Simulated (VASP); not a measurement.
A run of VASP 6.6.1:

The input INCAR:

```
PREC = Accurate
ENCUT = 520
EDIFF = 1E-6
ISMEAR = 0
SIGMA = 0.1
LREAL = F
LASPH = T
NELM = 100
ALGO = Fast
ISIF = 2
LWAVE = F
LCHARG = F
GGA = PE
NBANDS = 58
```

The input KPOINTS:

```
Automatic mesh
0
Gamma
  4 4 4
```

Contents of POSCAR:

```
Zr
1.0
    5.7542859044      0.0000000000      0.0000000000
    0.0000000000      5.7542859044      0.0000000000
    0.0000000000      0.0000000000      5.7542859044
Zr
8
Direct
    0.5000000000      0.5000000000      0.5000000000
    0.0000000000      0.0000000000      0.0000000000
    0.2500000000      0.0000000000      0.5000000000
    0.5000000000      0.2500000000      0.0000000000
    0.5000000000      0.7500000000      0.0000000000
    0.7500000000      0.0000000000      0.5000000000
    0.0000000000      0.5000000000      0.7500000000
    0.0000000000      0.5000000000      0.2500000000
```

Potentials or basis: VASP PAW PBE potentials, release 64 (Zr_sv).

Command:

```console
$ cat potpaw_PBE.64/Zr_sv/POTCAR > POTCAR
$ mpirun -np 1 vasp_std > vasp.out
```

Hardware: 1 thread of Intel(R) Xeon(R) Platinum 8259CL CPU @ 2.50GHz (Skylake/Cascade Lake), with other jobs on the host.

Task: Estimate the wall time of this run.

Result: Run time: 3.3 min on 1 thread of Intel(R) Xeon(R) Platinum 8259CL CPU @ 2.50GHz (Skylake/Cascade Lake), with other jobs on the host, peak memory 0.35 GiB. Counts: scf iterations 21, k points 10.
